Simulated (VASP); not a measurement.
Here is a VASP 6.6.1 calculation.

INCAR

```
ALGO = Normal
EDIFF = 1E-6
ENCUT = 600
GGA = PE
GGA_COMPAT = False
ISIF = 2
ISMEAR = 0
LASPH = True
LCHARG = False
LREAL = False
LWAVE = False
NBANDS = 28
NELM = 120
PREC = Accurate
SIGMA = 0.1
```

KPOINTS

```
k-points
0
Gamma
  4 4 4
```

The input POSCAR:

```
Sc2SiF2
1.0
    4.3268166600      0.0000000000      0.0000000000
    0.0000000000      4.3268166600      0.0000000000
    0.0000000000      0.0000000000      4.1299409900
Sc Si F
2 1 2
Direct
    0.5000000000      0.0000000000      0.1837432200
    0.0000000000      0.5000000000      0.1837432200
    0.0000000000      0.0000000000      0.6494142900
    0.5000000000      0.0000000000      0.6769339300
    0.0000000000      0.5000000000      0.6769339300
```

Potentials or basis: VASP PAW PBE potentials, release 64 (Sc_sv, Si, F).

Run with:

```sh
$ cat potpaw_PBE.64/Sc_sv/POTCAR potpaw_PBE.64/Si/POTCAR potpaw_PBE.64/F/POTCAR > POTCAR
$ mpirun -np 1 vasp_std > vasp.out
```

(1) What does it give for the largest force?

(2) What does it give for the pressure?

## Answers

(1) 0.365 eV/Å.

(2) 15.1 GPa.

Caveat: the k points lie up to 0.38 Å⁻¹ apart.
